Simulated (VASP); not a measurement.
# CdSe (dq13) (P6_3mc) in VASP: single point with LDA

Aim: the single point of CdSe (dq13) with LDA.

Everything below comes from runs of VASP 6.6.1. Logs are shortened: lines on timing, memory, paths and dates and some standing lists are left out, and cuts for length are marked.

## 1. The cell of the first run

Symmetry: P6_3mc, No. 186, hexagonal system. Conventional cell: a = 4.248 Å, b = 4.248 Å, c = 6.941 Å, α = 90.00°, β = 90.00°, γ = 120.00°. Within 3.4 Å of Cd (site symmetry 3m) lie 4 Se at 2.60 to 2.61 Å. Within 3.4 Å of Se (site symmetry 3m) lie 4 Cd at 2.60 to 2.61 Å.

## 2. Single point, LDA

INCAR reads:

```
SYSTEM = CdSe
ALGO = Normal
EDIFF = 1E-6
ENCUT = 520
ISIF = 2
ISMEAR = 0
LASPH = .TRUE.
LCHARG = .FALSE.
LREAL = .FALSE.
LWAVE = .FALSE.
NBANDS = 26
NELM = 100
PREC = Accurate
SIGMA = 0.02
```

KPOINTS reads:

```
k-points
0
G
  9 9 4
  0 0 0
```

POSCAR reads:

```
CdSe
1.0
    4.2475478501      0.0000000000      0.0000000000
   -2.1237739251      3.6784843420      0.0000000000
    0.0000000000      0.0000000000      6.9414465266
Cd Se
2 2
Direct
    0.6666666667      0.3333333333      0.5002594604
    0.3333333333      0.6666666667      1.0002594604
    0.6666666667      0.3333333333      0.8756005396
    0.3333333333      0.6666666667      0.3756005396
```

Potentials or basis: VASP PAW LDA potentials, release 64 (Cd, Se).

Run with:

```sh
> cat potpaw_LDA.64/Cd/POTCAR potpaw_LDA.64/Se/POTCAR > POTCAR
> mpirun -np 1 vasp_std > vasp.out
```

OUTCAR:

```text
SYSTEM = CdSe
   EDIFF = 1E-6
   ENCUT = 520
   ISIF = 2
   ISMEAR = 0
   LASPH = .TRUE.
   LREAL = .FALSE.
   NELM = 100
   PREC = Accurate

 ion  position               nearest neighbor table
   1  0.667  0.333  0.500-   4 2.60   4 2.60   4 2.60   3 2.61
   2  0.333  0.667  0.000-   3 2.60   3 2.60   3 2.60   4 2.61
   3  0.667  0.333  0.876-   2 2.60   2 2.60   2 2.60   1 2.61
   4  0.333  0.667  0.376-   1 2.60   1 2.60   1 2.60   2 2.61

  LATTYP: Found a hexagonal cell.
 ALAT       =     4.2475478501
 C/A-ratio  =     1.6342244447

  Lattice vectors:

 A1 = (   4.2475478501,   0.0000000000,   0.0000000000)
 A2 = (  -2.1237739251,   3.6784843420,   0.0000000000)
 A3 = (   0.0000000000,   0.0000000000,   6.9414465266)

Analysis of symmetry for initial positions (statically):
=====================================================================
 Subroutine PRICEL returns:
 Original cell was already a primitive cell.

 Routine SETGRP: Setting up the symmetry group for a
 hexagonal supercell.

 Subroutine GETGRP returns: Found 12 space group operations
 (whereof  6 operations were pure point group operations)
 out of a pool of 24 trial point group operations.

The static configuration has the point symmetry C_3v.
 The point group associated with its full space group is C_6v.

Analysis of symmetry for dynamics (positions and initial velocities):
=====================================================================
 Subroutine PRICEL returns:
 Original cell was already a primitive cell.

 Routine SETGRP: Setting up the symmetry group for a
 hexagonal supercell.

 Subroutine GETGRP returns: Found 12 space group operations
 (whereof  6 operations were pure point group operations)
 out of a pool of 24 trial point group operations.

The dynamic configuration has the point symmetry C_3v.
 The point group associated with its full space group is C_6v.

 Subroutine INISYM returns: Found 12 space group operations
 (whereof  6 operations are pure point group operations),
 and found     1 'primitive' translations

----------------------------------------------------------------------------------------

                                     Primitive cell

  volume of cell :     108.4569

  direct lattice vectors                    reciprocal lattice vectors
     4.247547850  0.000000000  0.000000000     0.235429955  0.135925548  0.000000000
    -2.123773925  3.678484342  0.000000000     0.000000000  0.271851096  0.000000000
     0.000000000  0.000000000  6.941446527     0.000000000  0.000000000  0.144062192

  length of vectors
[... 88 lines left out ...]
   EDIFFG = 0.1E-04   stopping-criterion for IOM
   NSW    =      0    number of steps for IOM
   IBRION =     -1    ionic relax: 0-MD 1-quasi-New 2-CG
   NFREE  =      0    steps in history (QN), initial steepest desc. (CG)
   ISIF   =      2    stress and relaxation
   ISYM   =      2    0-nonsym 1-usesym 2-fastsym
   POTIM  = 0.5000    time-step for ionic-motion
   TEBEG  =    0.0;   TEEND  =   0.0 temperature during run
   PSTRESS=    0.0 pullay stress
   NELECT =      36.0000    total number of electrons
   NUPDOWN=      -1.0000    fix difference up-down
   EMIN   =  10.00;   EMAX   =-10.00  energy-range for DOS
   EFERMI =   0.00;   METHOD = LEGACY
   ISMEAR =     0;   SIGMA  =   0.02  broadening in eV -4-tet -1-fermi 0-gaus
   EFERMI_NEDOS =   21; number of points for ismear=-14 and -15
   IALGO  =     38    algorithm
   IMIX   =      4    mixing-type and parameters
     AMIX     =   0.40;   BMIX     =  1.00
     AMIX_MAG =   1.60;   BMIX_MAG =  1.00
  volume/ion in A,a.u.               =      27.11       182.98
  Fermi-wavevector in a.u.,A,eV,Ry     =   1.133505  2.142013 17.481209  1.284833
  Thomas-Fermi vector in A             =   2.270207
   LORBIT       =      0    0 simple, 1 ext, 2 COOP (PROOUT), +10 PAW based schemes
   GGA     = CA    functional components
   LHFCALC =     F    Hartree Fock is set to
   AEXX    =    0.0000 exact exchange contribution
   IVDW    =     0    specifies the selected vdW correction
   LEPSILON=     F    determine dielectric tensor
   LRPA    =     F    only Hartree local field effects (RPA)
 non-spin polarized calculation
 Gauss-broadening in eV      SIGMA  =   0.02
  energy-cutoff  :      520.00
  volume of cell :      108.46
 maximum number of plane-waves:      2952
 NGX is ok and might be reduce to    32
   NGX = 15   NGY = 15   NGZ = 25

 number of electron      35.9999999 magnetization

 Free energy of the ion-electron system (eV)
  ---------------------------------------------------
  ext. energy  EPLUGINS =         0.00000000
  ---------------------------------------------------
  free energy    TOTEN  =       -13.51822951 eV

  energy without entropy =      -13.51822951  energy(sigma->0) =      -13.51822951

 E-fermi :   1.2697     XC(G=0):  -9.4480

 val. band max:        1.1259834443   @ k =   0.0000   0.0000   0.0000
 cond. band min:       1.6214157292   @ k =   0.0000   0.0000   0.0000
 fundamental gap:      0.4954322849
 Fermi energy:         1.2696863713

 k-point     1 :       0.0000    0.0000    0.0000
  band No.  band energies     occupation
      1     -11.7448      2.00000
      2     -11.3265      2.00000
      3      -6.9585      2.00000
      4      -6.9492      2.00000
      5      -6.9492      2.00000
      6      -6.8737      2.00000
[... 685 lines left out ...]
     25       9.7314      0.00000
     26       9.7315      0.00000

 [... further k-points ...]

------------------------ aborting loop because EDIFF is reached ----------------------------------------

  FORCE on cell =-STRESS in cart. coord.  units (eV):
  Direction    XX          YY          ZZ          XY          YZ          ZX
  --------------------------------------------------------------------------------------
  -------------------------------------------------------------------------------------
  Total        0.3327723      0.3327723      0.3349704     -0.0000000     -0.0000000      0.0000000
  in kB        4.9158717      4.9158717      4.9483438     -0.0000000     -0.0000000      0.0000000
  external PRESSURE =       4.9266958 kB  Pullay stress =       0.0000000 kB

 VOLUME and BASIS-vectors are now :
 -----------------------------------------------------------------------------
  energy-cutoff  :      520.00
  volume of cell :      108.46
      direct lattice vectors                 reciprocal lattice vectors
     4.247547850  0.000000000  0.000000000     0.235429955  0.135925548  0.000000000
    -2.123773925  3.678484342  0.000000000     0.000000000  0.271851096  0.000000000
     0.000000000  0.000000000  6.941446527     0.000000000  0.000000000  0.144062192

 POSITION                                       TOTAL-FORCE (eV/Angst)
 -----------------------------------------------------------------------------------
      2.12377      1.22616      3.47252        -0.000000      0.000000      0.001819
     -0.00000      2.45232      0.00180         0.000000     -0.000000      0.001819
      2.12377      1.22616      6.07793         0.000000     -0.000000     -0.001819
     -0.00000      2.45232      2.60721        -0.000000      0.000000     -0.001819
 -----------------------------------------------------------------------------------
    total drift:                               -0.000000      0.000000      0.000045

  FREE ENERGIE OF THE ION-ELECTRON SYSTEM (eV)
  ---------------------------------------------------
  free  energy   TOTEN  =       -13.5182295121 eV

  energy  without entropy=      -13.5182295121  energy(sigma->0) =      -13.51822951
```

stdout:

```text
POSCAR found type information on POSCAR CdSe
 POSCAR found :  2 types and       4 ions
 scaLAPACK will be used
 LDA part: xc-table for (Slater(with rela. corr.)+CA(PZ))
 , standard interpolation
 POSCAR, INCAR and KPOINTS ok, starting setup
 FFT: planning ... GRIDC
 FFT: planning ... GRID_SOFT
 FFT: planning ... GRID
 WAVECAR not read
 entering main loop
```

Run time: 1.8 min. Hardware: 1 thread of AMD EPYC 7R43 (Zen 3), shared host; peak memory 0.2 GiB.

What came out:

```
Free energy            : -13.5182 eV
Pressure               : 0.5 GPa
Band gap on the k mesh : 0.50 eV, direct
```

Levels at points of the mesh, in eV from the valence-band top:
```tsv
k point	band 16	band 17	band 18	band 19	band 20	band 21
(0.00, 0.00, 0.00)	-0.06	0.00	0.00	0.50	2.05	5.72
(0.00, 0.00, 0.50)	-0.44	-0.44	-0.44	2.25	2.25	5.73
```
